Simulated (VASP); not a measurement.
**VB2Ir2F: single point with PBE+U**

Crystal: VB2Ir2F.

```
Ir F B V
1.0
     0.00000    3.57551    0.00000
     3.57551    0.00000    0.00000
     1.78776    1.78776   -4.81055
Ir F B V
2 1 2 1
Cartesian
  1.7878 3.5755 -2.4053
  3.5755 1.7878 -2.4053
  0.0000 0.0000 0.0000
  1.7878 1.7878 -3.4155
  3.5755 3.5755 -1.3951
  1.7878 1.7878 0.0000
```

```yaml
Program: VASP 6.6.1
Task: single point
Functional: PBE
Potentials_or_basis: VASP PAW PBE potentials, release 64 (Ir, F, B, V_sv)
Cutoff: 520 eV
k_mesh: 6 × 6 × 6
Occupations: tetrahedron
Spin: collinear spin, antiferromagnetic start
Starting_moments: "[1.0, 1.0, 0.0, 0.0, 0.0, -2.0] μB"
Hubbard_terms: Ir d U = 3.8 eV, V d U = 5.9 eV
```

```json
{
  "Pressure": "49.5 GPa",
  "Largest force": "3.874 eV/Å",
  "Net moment": "-0.55 μB per cell",
  "Site moments": "Ir +0.00; F -0.01; B -0.01; V -0.41 μB",
  "Valence electrons inside the program's atomic spheres": "Ir 9.82; F 6.29; B 2.01; V 11.24"
}
```

Forces on the atoms (eV/Å):
```
Ir   0.002  0.003  0.113
Ir  -0.002 -0.003 -0.113
F    0.000  0.000  0.000
B    0.000  0.001  3.874
B    0.000 -0.001 -3.874
V    0.000  0.000  0.000
```

Stress tensor (GPa, compression positive):
```
57.28  0.11  0.04
 0.11 56.73  0.02
 0.04  0.02 34.62
```

Levels at points of the mesh, in eV from the Fermi level:
Spin up:
| k point | band 19 | band 20 | band 21 | band 22 | band 23 | band 24 | band 25 | band 26 |
| --- | --- | --- | --- | --- | --- | --- | --- | --- |
| (0.00, 0.00, 0.00) | -2.33 | -1.40 | -0.63 | 0.06 | 1.46 | 1.68 | 1.76 | 2.62 |
| (0.50, 0.00, 0.00) | -4.06 | -4.02 | -2.44 | -0.17 | 0.78 | 1.83 | 2.19 | 3.04 |
| (0.00, 0.50, 0.50) | -4.07 | -4.02 | -2.44 | -0.02 | 0.77 | 1.74 | 2.18 | 3.03 |
| (0.50, 0.00, 0.50) | -4.06 | -4.02 | -2.44 | -0.16 | 0.78 | 1.81 | 2.19 | 3.02 |
| (0.00, 0.50, 0.00) | -4.07 | -4.02 | -2.44 | -0.04 | 0.77 | 1.75 | 2.19 | 3.05 |
| (0.50, 0.50, 0.00) | -2.36 | -1.58 | -1.48 | -1.45 | 0.24 | 1.24 | 2.99 | 3.06 |
| (0.50, 0.50, 0.50) | -3.77 | -1.54 | -1.49 | 0.25 | 1.00 | 1.24 | 1.77 | 3.08 |
| (0.00, 0.00, 0.50) | -2.57 | -0.62 | 0.49 | 1.05 | 1.07 | 1.42 | 1.66 | 1.92 |
Spin down:
```
           k point  band 19  band 20  band 21  band 22  band 23  band 24  band 25  band 26
(0.00, 0.00, 0.00)    -2.35    -1.35    -0.85    -0.67    -0.53     1.64     2.41     2.68
(0.50, 0.00, 0.00)    -4.27    -4.09    -3.47    -0.07     0.24     0.61     1.67     2.13
(0.00, 0.50, 0.50)    -4.27    -4.08    -3.46     0.03     0.24     0.62     1.41     2.12
(0.50, 0.00, 0.50)    -4.27    -4.09    -3.49    -0.06     0.25     0.61     1.66     2.15
(0.00, 0.50, 0.00)    -4.27    -4.08    -3.45     0.00     0.25     0.62     1.43     2.11
(0.50, 0.50, 0.00)    -3.58    -2.30    -1.46    -1.32     0.12     0.40     1.15     2.46
(0.50, 0.50, 0.50)    -3.58    -1.58    -1.39    -1.38     0.10     0.35     1.06     1.21
(0.00, 0.00, 0.50)    -1.66    -0.92    -0.66     0.51     1.04     1.07     1.55     2.54
```

Eigenvalues of the final occupation matrices:
```
    site  spin  trace               eigenvalues
site 1 d     1   4.07  0.73 0.81 0.82 0.83 0.88
site 1 d     2   4.05  0.72 0.80 0.82 0.83 0.89
site 2 d     1   4.07  0.73 0.81 0.82 0.83 0.88
site 2 d     2   4.05  0.72 0.80 0.82 0.83 0.89
site 6 d     1   1.29  0.02 0.03 0.03 0.36 0.85
site 6 d     2   1.68  0.02 0.10 0.34 0.35 0.89
```

It took 20 min on 1 thread of Intel(R) Xeon(R) 6975P-C (Granite Rapids), with other jobs on the host, peak memory 0.52 GiB.

Caveat: the stress differs along the axes, from 35 to 57 GPa; a moment this small can come from the mesh or the smearing; spin-orbit coupling is left out, which moves the levels of the heavy elements; forces of over 1 eV/Å act on the atoms, so gaps and moduli don't describe the material at rest; tetrahedron occupations give inexact forces and stress in metals. The state reached can hang on the start; a lower one may exist.
